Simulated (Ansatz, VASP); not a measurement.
## One calculation of GaN, two programs

```
CELL_PARAMETERS angstrom
0.00000 2.25350 2.34364
2.25350 0.00000 2.34364
2.25350 2.25350 0.00000
ATOMIC_POSITIONS crystal
Ga 0.00000 0.00000 0.00000
N 0.75000 0.75000 0.75000
```

Change from the starting cell: strain +0.000 along x and y, +0.040 along z, atoms carried along.

Alike in both runs: task single point; functional r2SCAN; k mesh 10 × 10 × 10; occupations gaussian, width 0.05 eV; no spin polarisation.

```csv
,VASP,Ansatz
version,VASP 6.6.1,Ansatz 0.2.0
potentials or method,"VASP PAW PBE potentials, release 64 (Ga_d, N), cutoff 520 eV","scalar-relativistic, plane waves, PAW"
valence electrons in the cell,18,18
```

VASP gave:

```
gap on the k mesh at the Fermi level (eV)                     : 1.79
least direct gap on the mesh (eV)                             : 1.79
pressure (GPa)                                                : -7.2
traceless stress, the component that is largest in VASP (GPa) : -3.76
```

Which values does Ansatz return?

gap on the k mesh at the Fermi level (eV): 1.79; least direct gap on the mesh (eV): 1.79; pressure (GPa): -8.2; traceless stress, the component that is largest in VASP (GPa): -3.83.

VASP's potentials were made for PBE, not for r2SCAN. With one functional, cell and mesh, what is left measures potentials, basis and numerics.
